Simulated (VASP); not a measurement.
# InP (F-43m) in VASP: density of states with PBE

Aim: the density of states of InP with PBE.

All numbers are computed with VASP 6.6.1; they aren't measurements. Logs are shortened: lines on timing, memory, paths and dates and some standing lists are left out, and cuts for length are marked.

**1. The cell of the first run**

The structure is cubic, space group F-43m (No. 216). Conventional cell: a = 5.960 Å, b = 5.960 Å, c = 5.960 Å, α = 90.00°, β = 90.00°, γ = 90.00°. Within 3.4 Å of In (site symmetry -43m) lie 4 P at 2.58 Å. P (site symmetry -43m) has 4 In at 2.58 Å within 3.4 Å.

**2. Density of states, PBE**

Input file POSCAR:

```
InP
1.0
    0.0000000000      2.9800342107      2.9800342107
    2.9800342107      0.0000000000      2.9800342107
    2.9800342107      2.9800342107      0.0000000000
In P
1 1
Direct
    0.0000000000      0.0000000000      0.0000000000
    0.2500000000      0.2500000000      0.2500000000
```

Input file INCAR.step1:

```
PREC = Accurate
ENCUT = 520
EDIFF = 1E-6
ISMEAR = 0
SIGMA = 0.02
LREAL = False
LASPH = True
NELM = 100
ALGO = Normal
ISIF = 2
LWAVE = False
LCHARG = True
GGA = PE
NBANDS = 16
```

Input file KPOINTS.step1:

```
regular mesh
0
Gamma
  10 10 10
```

Input file INCAR.step2:

```
PREC = Accurate
ENCUT = 520
EDIFF = 1E-6
ISMEAR = -5
SIGMA = 0.02
LREAL = False
LASPH = True
NELM = 100
ALGO = Normal
ISIF = 2
LWAVE = False
LCHARG = False
GGA = PE
LORBIT = 10
NBANDS = 16
NEDOS = 1001
ICHARG = 11
```

Input file KPOINTS.step2:

```
regular mesh
0
Gamma
  15 15 15
```

Potentials or basis: VASP PAW PBE potentials, release 64 (In_d, P).

The run is started by

```
$ cat potpaw_PBE.64/In_d/POTCAR potpaw_PBE.64/P/POTCAR > POTCAR
$ cp INCAR.step1 INCAR
$ cp KPOINTS.step1 KPOINTS
$ mpirun -np 1 vasp_std > vasp.out
$ cp INCAR.step2 INCAR
$ cp KPOINTS.step2 KPOINTS
$ mpirun -np 1 vasp_std > vasp.out
```

OUTCAR:

```text
PREC = Accurate
   ENCUT = 520
   EDIFF = 1E-6
   ISMEAR = -5
   LREAL = False
   LASPH = True
   NELM = 100
   ISIF = 2
   GGA = PE
   LORBIT = 10
   ICHARG = 11

 ion  position               nearest neighbor table
   1  0.000  0.000  0.000-   2 2.58   2 2.58   2 2.58   2 2.58
   2  0.250  0.250  0.250-   1 2.58   1 2.58   1 2.58   1 2.58

  LATTYP: Found a face centered cubic cell.
 ALAT       =     5.9600684214

  Lattice vectors:

 A1 = (   0.0000000000,   2.9800342107,   2.9800342107)
 A2 = (   2.9800342107,   0.0000000000,   2.9800342107)
 A3 = (   2.9800342107,   2.9800342107,   0.0000000000)

Analysis of symmetry for initial positions (statically):
=====================================================================
 Subroutine PRICEL returns:
 Original cell was already a primitive cell.

 Routine SETGRP: Setting up the symmetry group for a
 face centered cubic supercell.

 Subroutine GETGRP returns: Found 24 space group operations
 (whereof 24 operations were pure point group operations)
 out of a pool of 48 trial point group operations.

The static configuration has the point symmetry T_d .

Analysis of symmetry for dynamics (positions and initial velocities):
=====================================================================
 Subroutine PRICEL returns:
 Original cell was already a primitive cell.

 Routine SETGRP: Setting up the symmetry group for a
 face centered cubic supercell.

 Subroutine GETGRP returns: Found 24 space group operations
 (whereof 24 operations were pure point group operations)
 out of a pool of 48 trial point group operations.

The dynamic configuration has the point symmetry T_d .

 Subroutine INISYM returns: Found 24 space group operations
 (whereof 24 operations are pure point group operations),
 and found     1 'primitive' translations

----------------------------------------------------------------------------------------

                                     Primitive cell

  volume of cell :      52.9290

  direct lattice vectors                    reciprocal lattice vectors
     0.000000000  2.980034211  2.980034211    -0.167783309  0.167783309  0.167783309
     2.980034211  0.000000000  2.980034211     0.167783309 -0.167783309  0.167783309
     2.980034211  2.980034211  0.000000000     0.167783309  0.167783309 -0.167783309

  length of vectors
     4.214404797  4.214404797  4.214404797     0.290609215  0.290609215  0.290609215

  position of ions in fractional coordinates (direct lattice)
     0.000000000  0.000000000  0.000000000
     0.250000000  0.250000000  0.250000000

  ion indices of the primitive-cell ions
   primitive index   ion index
                 1           1
                 2           2

----------------------------------------------------------------------------------------

 KPOINTS: regular mesh

Automatic generation of k-mesh.
 Grid dimensions read from file:
 generate k-points for:   15   15   15

 Generating k-lattice:

  Cartesian coordinates                     Fractional coordinates (reciprocal lattice)
    -0.011185554  0.011185554  0.011185554     0.066666667  0.000000000  0.000000000
     0.011185554 -0.011185554  0.011185554     0.000000000  0.066666667  0.000000000
     0.011185554  0.011185554 -0.011185554     0.000000000  0.000000000  0.066666667

  Length of vectors
     0.019373948  0.019373948  0.019373948

  Shift w.r.t. Gamma in fractional coordinates (k-lattice)
     0.000000000  0.000000000  0.000000000

 TETIRR: Found    484 inequivalent tetrahedra from    20250

 Subroutine IBZKPT returns following result:
 ===========================================

 Found    120 irreducible k-points:

 Following reciprocal coordinates:
            Coordinates               Weight
  0.000000  0.000000  0.000000      1.000000
  0.066667  0.000000  0.000000      8.000000
  0.133333  0.000000  0.000000      8.000000
  0.200000  0.000000  0.000000      8.000000
  0.266667  0.000000  0.000000      8.000000
  0.333333  0.000000  0.000000      8.000000
[... 16 lines left out ...]
  0.133333  0.133333  0.000000      6.000000
  0.200000  0.133333  0.000000     24.000000
 [... further k-points ...]
   k-points           NKPTS =    120   k-points in BZ     NKDIM =    120   number of bands    NBANDS=     16
   number of dos      NEDOS =   1001   number of ions     NIONS =      2
   total plane-waves  NPLWV =  32768
   dimension x,y,z NGX =    32 NGY =   32 NGZ =   32
   dimension x,y,z NGXF=    64 NGYF=   64 NGZF=   64
   ions per type =               1   1
   NGX,Y,Z   is equivalent  to a cutoff of  12.62, 12.62, 12.62 a.u.
   NGXF,Y,Z  is equivalent  to a cutoff of  25.25, 25.25, 25.25 a.u.
 SYSTEM =  unknown system
   PREC   = accura    normal or accurate (medium, high low for compatibility)
   ISTART =      0    job   : 0-new  1-cont  2-samecut
   ICHARG =     11    charge: 1-file 2-atom 10-const
   ISPIN  =      1    spin polarized calculation?
   LNONCOLLINEAR =      F non collinear calculations
   LSORBIT =      F    spin-orbit coupling
   LASPH  =      T    aspherical Exc in radial PAW
   ENCUT  =  520.0 eV  38.22 Ry    6.18 a.u.   7.84  7.84  7.84*2*pi/ulx,y,z
   NELM   =    100;   NELMIN=  2; NELMDL=  0     # of ELM steps
   EDIFF  = 0.1E-05   stopping-criterion for ELM
   LREAL  =      F    real-space projection
   EDIFFG = 0.1E-04   stopping-criterion for IOM
   NSW    =      0    number of steps for IOM
   IBRION =     -1    ionic relax: 0-MD 1-quasi-New 2-CG
   NFREE  =      0    steps in history (QN), initial steepest desc. (CG)
   ISIF   =      2    stress and relaxation
   ISYM   =      2    0-nonsym 1-usesym 2-fastsym
   POTIM  = 0.5000    time-step for ionic-motion
   TEBEG  =    0.0;   TEEND  =   0.0 temperature during run
   PSTRESS=    0.0 pullay stress
   NELECT =      18.0000    total number of electrons
   NUPDOWN=      -1.0000    fix difference up-down
   EMIN   =  10.00;   EMAX   =-10.00  energy-range for DOS
   EFERMI =   0.00;   METHOD = LEGACY
   ISMEAR =    -5;   SIGMA  =   0.02  broadening in eV -4-tet -1-fermi 0-gaus
   EFERMI_NEDOS =   21; number of points for ismear=-14 and -15
   IALGO  =     38    algorithm
   IMIX   =      4    mixing-type and parameters
     AMIX     =   0.40;   BMIX     =  1.00
     AMIX_MAG =   1.60;   BMIX_MAG =  1.00
  volume/ion in A,a.u.               =      26.46       178.59
  Fermi-wavevector in a.u.,A,eV,Ry     =   1.142706  2.159401 17.766167  1.305776
  Thomas-Fermi vector in A             =   2.279403
   LORBIT       =     10    0 simple, 1 ext, 2 COOP (PROOUT), +10 PAW based schemes
   GGA     = PE    functional components
   LHFCALC =     F    Hartree Fock is set to
   AEXX    =    0.0000 exact exchange contribution
   IVDW    =     0    specifies the selected vdW correction
   LEPSILON=     F    determine dielectric tensor
   LRPA    =     F    only Hartree local field effects (RPA)
 non-spin polarized calculation
 Fermi weights with tetrahedron method with Bloechl corrections
  energy-cutoff  :      520.00
  volume of cell :       52.93
 maximum number of plane-waves:      1440

 number of electron      18.0000005 magnetization

 Free energy of the ion-electron system (eV)
  ---------------------------------------------------
  ext. energy  EPLUGINS =         0.00000000
  ---------------------------------------------------
  free energy    TOTEN  =        -8.40886282 eV

  energy without entropy =       -8.40886282  energy(sigma->0) =       -8.40886282

 E-fermi :   4.6655     XC(G=0):  -9.0620

 val. band max:        4.6532259609   @ k =   0.0000   0.0000   0.0000
 cond. band min:       5.0911672483   @ k =   0.0000   0.0000   0.0000
 fundamental gap:      0.4379412874
 Fermi energy:         4.6655188841

 k-point     1 :       0.0000    0.0000    0.0000
  band No.  band energies     occupation
      1      -9.4413      2.00000
      2      -9.4413      2.00000
      3      -9.4413      2.00000
      4      -9.3111      2.00000
      5      -9.3111      2.00000
      6      -6.5313      2.00000
[... 8 lines left out ...]
     15      14.0220      0.00000
     16      14.0220      0.00000

 k-point     2 :       0.0667    0.0000    0.0000
  band No.  band energies     occupation
      1      -9.4458      2.00000
      2      -9.4394      2.00000
      3      -9.4394      2.00000
      4      -9.3111      2.00000
      5      -9.3111      2.00000
      6      -6.4840      2.00000
[... 8 lines left out ...]
     15      13.7662      0.00000
     16      13.7662      0.00000

 k-point     3 :       0.1333    0.0000    0.0000
  band No.  band energies     occupation
      1      -9.4583      2.00000
      2      -9.4342      2.00000
      3      -9.4342      2.00000
      4      -9.3109      2.00000
      5      -9.3109      2.00000
      6      -6.3447      2.00000
[... 8 lines left out ...]
     15      13.3714      0.00000
     16      13.8376      0.00000

 k-point     4 :       0.2000    0.0000    0.0000
  band No.  band energies     occupation
      1      -9.4764      2.00000
      2      -9.4272      2.00000
      3      -9.4272      2.00000
      4      -9.3101      2.00000
      5      -9.3101      2.00000
      6      -6.1217      2.00000
[... 8 lines left out ...]
     15      13.1568      0.00000
     16      13.9023      0.00000
[... 324 lines left out ...]
 k-point    22 :      -0.0667    0.0667    0.0000
  band No.  band energies     occupation
      1      -9.4538      2.00000
      2      -9.4373      2.00000
      3      -9.4345      2.00000
      4      -9.3123      2.00000
      5      -9.3098      2.00000
      6      -6.4061      2.00000
[... 8 lines left out ...]
     15      13.6283      0.00000
     16      13.7344      0.00000

 k-point    23 :       0.1333    0.1333    0.0000
  band No.  band energies     occupation
      1      -9.4714      2.00000
      2      -9.4273      2.00000
      3      -9.4273      2.00000
      4      -9.3167      2.00000
      5      -9.3062      2.00000
      6      -6.2829      2.00000
[... 8 lines left out ...]
     15      14.1855      0.00000
     16      14.2909      0.00000

 k-point    24 :       0.2000    0.1333    0.0000
  band No.  band energies     occupation
      1      -9.4862      2.00000
      2      -9.4208      2.00000
      3      -9.4199      2.00000
      4      -9.3191      2.00000
      5      -9.3039      2.00000
      6      -6.1185      2.00000
[... 8 lines left out ...]
     15      14.1397      0.00000
     16      14.8629      0.00000

 [... further k-points ...]

------------------------ aborting loop because EDIFF is reached ----------------------------------------

  FORCE on cell =-STRESS in cart. coord.  units (eV):
  Direction    XX          YY          ZZ          XY          YZ          ZX
  --------------------------------------------------------------------------------------
  -------------------------------------------------------------------------------------
  Total       -0.0073693     -0.0073693     -0.0073693      0.0000000      0.0000000      0.0000000
  in kB       -0.2230712     -0.2230712     -0.2230712      0.0000000      0.0000000      0.0000000
  external PRESSURE =      -0.2230712 kB  Pullay stress =       0.0000000 kB

 VOLUME and BASIS-vectors are now :
 -----------------------------------------------------------------------------
  energy-cutoff  :      520.00
  volume of cell :       52.93
      direct lattice vectors                 reciprocal lattice vectors
     0.000000000  2.980034211  2.980034211    -0.167783309  0.167783309  0.167783309
     2.980034211  0.000000000  2.980034211     0.167783309 -0.167783309  0.167783309
     2.980034211  2.980034211  0.000000000     0.167783309  0.167783309 -0.167783309

 POSITION                                       TOTAL-FORCE (eV/Angst)
 -----------------------------------------------------------------------------------
      0.00000      0.00000      0.00000         0.000000      0.000000      0.000000
      1.49002      1.49002      1.49002        -0.000000     -0.000000     -0.000000
 -----------------------------------------------------------------------------------
    total drift:                               -0.000000     -0.000000     -0.000000

  FREE ENERGIE OF THE ION-ELECTRON SYSTEM (eV)
  ---------------------------------------------------
  free  energy   TOTEN  =        -8.4088628245 eV

  energy  without entropy=       -8.4088628245  energy(sigma->0) =       -8.40886282

 total charge

# of ion       s       p       d       tot
------------------------------------------
    1        0.826   0.716   9.893  11.436
    2        1.035   1.467   0.000   2.502
--------------------------------------------------
tot          1.861   2.183   9.893  13.937
```

Run time: 66 s. Hardware: 1 thread of Intel Xeon 6975P-C, shared host; peak memory 0.24 GiB.

What came out:

* Valence electrons inside the program's atomic spheres: In 11.44; P 2.50

Caveat: spin-orbit coupling is left out, which moves the levels of the heavy elements.
